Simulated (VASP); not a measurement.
Write the native input for VASP 6.6.1 that does the following.

| Quantity | Value |
| --- | --- |
| Task | single point |
| Functional | LDA |
| Potentials or basis | VASP PAW LDA potentials, release 64 (As) |
| Cutoff | 500 eV |
| k mesh | 10 × 10 × 10 |
| Occupations | methfessel-paxton, width 0.01 eV |
| Spin | no spin polarisation |
| Dipole correction | no |
| Further INCAR settings | ALGO = Normal; EDIFF = 1e-06; NBANDS = 12 |

The structure of As lies in POSCAR:

```
As
1.0
    1.8799878575      1.0854114956      3.3276505507
   -1.8799878575      1.0854114956      3.3276505507
    0.0000000000     -2.1708229912      3.3276505507
As
2
Direct
    0.7695128170      0.7695128170      0.7695128170
    0.2304871830      0.2304871830      0.2304871830
```

One way to write it, as run:

INCAR

```
  ALGO = Normal
  EDIFF = 1E-6
  ENCUT = 500
  GGA = CA
  GGA_COMPAT = F
  ISIF = 2
  ISMEAR = 1
  LASPH = T
  LCHARG = F
  LREAL = F
  LWAVE = F
  NBANDS = 12
  NELM = 120
  PREC = Accurate
  SIGMA = 0.01
```

KPOINTS

```
k-points
0
Gamma
  10 10 10
```

Potentials or basis: VASP PAW LDA potentials, release 64 (As).

Run with:

```console
$ cat potpaw_LDA.64/As/POTCAR > POTCAR
$ mpirun -np 1 vasp_std > vasp.out
```

It gave:

```json
{
 "Pressure": "0.5 GPa",
 "Largest force": "0.061 eV/Å",
 "Band gap on the k mesh": "zero (band 5 reaches 5.96 eV, above the bottom of band 6 at 5.74 eV)"
}
```

Run time: 21 s on 1 thread of AMD EPYC 9R45 96-Core Processor (Zen 5), with other jobs on the host, peak memory 0.15 GiB.
